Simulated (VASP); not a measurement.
# MoS2 in VASP: a series of runs, part 2 of 2

VASP 6.6.1. Earlier steps stand in the parts before.

### 4 Single point, RPBE

This run uses another cell than the first one.

INCAR reads:

```
SYSTEM = MoS2
  PREC = Accurate
  ENCUT = 520
  EDIFF = 1E-6
  ISMEAR = -1
  SIGMA = 0.05
  LREAL = .False.
  LASPH = .True.
  NELM = 60
  ALGO = Normal
  ISIF = 2
  LWAVE = .False.
  LCHARG = .True.
  GGA = RP
  LELF = .True.
  LVHAR = .True.
  NBANDS = 35
```

KPOINTS reads:

```
Automatic mesh
0
Gamma
  10 10 2
  0 0 0
```

POSCAR reads:

```
MoS2
1.0
    3.2056317491      0.0000000000      0.0000000000
   -1.6028158746      2.7761585299      0.0000000000
    0.0000000000      0.0000000000     21.8140523775
Mo S
2 4
Direct
    0.3333333333      0.6666666667      0.8511602300
    0.6666666667      0.3333333333      0.1488397700
    0.6666666667      0.3333333333      0.7796253900
    0.3333333333      0.6666666667      0.0772510000
    0.6666666667      0.3333333333      0.9227490000
    0.3333333333      0.6666666667      0.2203746100
```

Potentials or basis: VASP PAW PBE potentials, release 64 (Mo_sv, S).

Command:

```
> cat potpaw_PBE.64/Mo_sv/POTCAR potpaw_PBE.64/S/POTCAR > POTCAR
> mpirun -np 1 vasp_std > vasp.out
```

OUTCAR:

```text
SYSTEM = MoS2
   PREC = Accurate
   ENCUT = 520
   EDIFF = 1E-6
   ISMEAR = -1
   LREAL = .False.
   LASPH = .True.
   NELM = 60
   ISIF = 2
   GGA = RP

 ion  position               nearest neighbor table
   1  0.333  0.667  0.851-   3 2.42   3 2.42   3 2.42   5 2.42   5 2.42   5 2.42
   2  0.667  0.333  0.149-   6 2.42   6 2.42   6 2.42   4 2.42   4 2.42   4 2.42
   3  0.667  0.333  0.780-   1 2.42   1 2.42   1 2.42
   4  0.333  0.667  0.077-   2 2.42   2 2.42   2 2.42
   5  0.667  0.333  0.923-   1 2.42   1 2.42   1 2.42
   6  0.333  0.667  0.220-   2 2.42   2 2.42   2 2.42
[... 1119 lines left out ...]
  -------------------------------------------------------------------------------------
  Total        0.3332836      0.3332836      0.8661155     -0.0000000      0.0000000      0.0000000
  in kB        2.7506182      2.7506182      7.1481251     -0.0000000      0.0000000      0.0000000
  external PRESSURE =       4.2164538 kB  Pullay stress =       0.0000000 kB

 VOLUME and BASIS-vectors are now :
 -----------------------------------------------------------------------------
  energy-cutoff  :      520.00
  volume of cell :      194.13
      direct lattice vectors                 reciprocal lattice vectors
     3.205631749  0.000000000  0.000000000     0.311950991  0.180104988  0.000000000
    -1.602815875  2.776158530  0.000000000     0.000000000  0.360209977  0.000000000
     0.000000000  0.000000000 21.814052378     0.000000000  0.000000000  0.045842010

 POSITION                                       TOTAL-FORCE (eV/Angst)
 -----------------------------------------------------------------------------------
     -0.00000      1.85077     18.56725         0.000000     -0.000000     -0.003495
      1.60282      0.92539      3.24680        -0.000000      0.000000      0.003495
      1.60282      0.92539     17.00679         0.000000     -0.000000     -0.066605
     -0.00000      1.85077      1.68516        -0.000000     -0.000000      0.074319
      1.60282      0.92539     20.12890         0.000000      0.000000     -0.074319
     -0.00000      1.85077      4.80726        -0.000000      0.000000      0.066605
 -----------------------------------------------------------------------------------
    total drift:                                0.000000     -0.000000      0.000000

  FREE ENERGIE OF THE ION-ELECTRON SYSTEM (eV)
  ---------------------------------------------------
  free  energy   TOTEN  =       -41.2416054993 eV

  energy  without entropy=      -41.2416053888  energy(sigma->0) =      -41.24160544
```

OSZICAR:

```text
N       E                     dE             d eps       ncg     rms          rms(c)
DAV:   1     0.435681393988E+03    0.43568E+03   -0.27923E+04  2304   0.130E+03
DAV:   2    -0.164896852980E+02   -0.45217E+03   -0.43805E+03  2468   0.326E+02
DAV:   3    -0.434927101909E+02   -0.27003E+02   -0.26523E+02  2456   0.716E+01
[... 14 lines left out ...]
DAV:  18    -0.412415502828E+02   -0.54755E-04   -0.29396E-06  1867   0.861E-03    0.340E-03
DAV:  19    -0.412415925572E+02   -0.42274E-04   -0.25868E-06  1747   0.486E-03    0.283E-03
DAV:  20    -0.412416024441E+02   -0.98869E-05   -0.45697E-07  1613   0.210E-03    0.573E-04
DAV:  21    -0.412416052329E+02   -0.27888E-05   -0.17758E-07  1339   0.951E-04    0.340E-04
DAV:  22    -0.412416054993E+02   -0.26643E-06   -0.26665E-08  1255   0.468E-04
   1 F= -.41241605E+02 E0= -.41241605E+02  d E =-.110593E-06
```

stdout:

```text
POSCAR found type information on POSCAR MoS
 POSCAR found :  2 types and       6 ions
 scaLAPACK will be used
 -----------------------------------------------------------------------------
|                                                                             |
|                                                                             |
|     You enforced a specific xc type in the INCAR file but a different       |
|     I HOPE YOU KNOW WHAT YOU ARE DOING!                                     |
|                                                                             |
 -----------------------------------------------------------------------------

 LDA part: xc-table for (Slater+PW92), standard interpolation
 POSCAR, INCAR and KPOINTS ok, starting setup
 FFT: planning ... GRIDC
 FFT: planning ... GRID_SOFT
 FFT: planning ... GRID
 WAVECAR not read
 entering main loop
```

Wall time 2 min (1 thread of Intel Xeon 6975P-C (Granite Rapids), shared host); peak memory 0.37 GiB.

What came out:

```yaml
Free_energy: -41.2416 eV
Largest_force: 0.074 eV/Å
Band_gap_on_the_k_mesh: 1.38 eV (least direct gap 1.84 eV)
```

Forces on the atoms (eV/Å):
```
Mo   0.000  0.000 -0.003
Mo   0.000  0.000  0.003
S    0.000  0.000 -0.067
S    0.000  0.000  0.074
S    0.000  0.000 -0.074
S    0.000  0.000  0.067
```

Levels at points of the mesh, in eV from the valence-band top:
```tsv
k point	band 23	band 24	band 25	band 26	band 27	band 28	band 29	band 30
(0.00, 0.00, 0.00)	-1.87	-1.68	-0.43	0.00	2.35	2.35	2.36	2.36
(0.50, 0.00, 0.00)	-1.40	-1.35	-0.98	-0.95	1.82	1.83	2.31	2.38
(0.00, 0.00, 0.50)	-1.87	-1.68	-0.43	0.00	2.35	2.35	2.36	2.36
(0.50, 0.00, 0.50)	-1.40	-1.35	-0.98	-0.95	1.82	1.83	2.31	2.38
```

Caveat: the PAW data sets were made with another functional, which shifts forces and pressure a little.

### 5 The runs side by side

| level | cell | gap on the mesh (eV) | largest force (eV/Å) |
| --- | --- | --- | --- |
| RPBE | a = 3.185, b = 3.185, c = 21.671 Å, angles 90.0, 90.0, 120.0°, 6 atoms | 1.41 | 0.39 |
| PBE | a = 3.206, b = 3.206, c = 21.814 Å, angles 90.0, 90.0, 120.0°, 6 atoms | 1.37 | 0.15 |
| RPBE | a = 3.206, b = 3.206, c = 21.814 Å, angles 90.0, 90.0, 120.0°, 6 atoms | 1.38 | 0.07 |

Alike in all rows: task single point; potentials or basis VASP PAW PBE potentials, release 64 (Mo_sv, S); no spin polarisation; k mesh 10 × 10 × 2; cutoff (eV) 520; smearing fermi-dirac 0.05 eV.

Caveats: the PAW data sets were made with another functional, which shifts forces and pressure a little (at least some runs).

Absolute energies hang on the potentials; compare differences alone.
